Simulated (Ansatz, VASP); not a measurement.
# One calculation of Nb, two programs

File INCAR:

```
PREC = Accurate
ENCUT = 520
EDIFF = 1E-6
ISMEAR = -1
SIGMA = 0.05
LREAL = False
LASPH = True
NELM = 60
ALGO = Normal
ISIF = 2
LWAVE = False
LCHARG = True
GGA = CA
LELF = True
LVHAR = True
NBANDS = 12
```

KPOINTS

```
regular mesh
0
Gamma
  18 18 18
```

The input POSCAR:

```
Nb
1.0
    0.0000000000      2.0130774157      2.0130774157
    2.0130774157      0.0000000000      2.0130774157
    2.0130774157      2.0130774157      0.0000000000
Nb
1
Direct
    0.0000000000      0.0000000000      0.0000000000
```

Input for Ansatz:

```yaml
crystal:
  lattice:
    - [0.0, 2.0130774157, 2.0130774157]
    - [2.0130774157, 0.0, 2.0130774157]
    - [2.0130774157, 2.0130774157, 0.0]
  atoms:
    - { symbol: Nb, position: [0.0, 0.0, 0.0] }
kpoints:
  mp_grid: { grid: [18, 18, 18] }
scf:
  occupations: { method: fermi_dirac, width: 0.05 }
hamiltonian:
  xc: lda
  pseudopotentials: { kind: all_electron, lapw: { basis_error: 0.001 } }
output:
  forces: true
  stress: true
  eigenvalues: true
  populations: true
```

Change from the starting cell: volume scaled by 0.92, LAPW.

Alike in both runs: task single point; functional LDA; k mesh 18 × 18 × 18; occupations fermi-dirac, width 0.05 eV; no spin polarisation.

|  | VASP | Ansatz |
| --- | --- | --- |
| version | VASP 6.6.1 | Ansatz 0.2.0 |
| potentials or method | VASP PAW LDA potentials, release 64 (Nb_sv), cutoff 520 eV | all-electron LAPW, scalar-relativistic |

Ansatz gave:

```
pressure (GPa) : 17.6
```

Q: What did VASP give for the same quantities?

A: Pressure (GPa): 17.5.

LDA's correlation is that of Perdew and Zunger in VASP and of Perdew and Wang (1992) in Ansatz. Ansatz ran all-electron here, and VASP with PAW potentials.
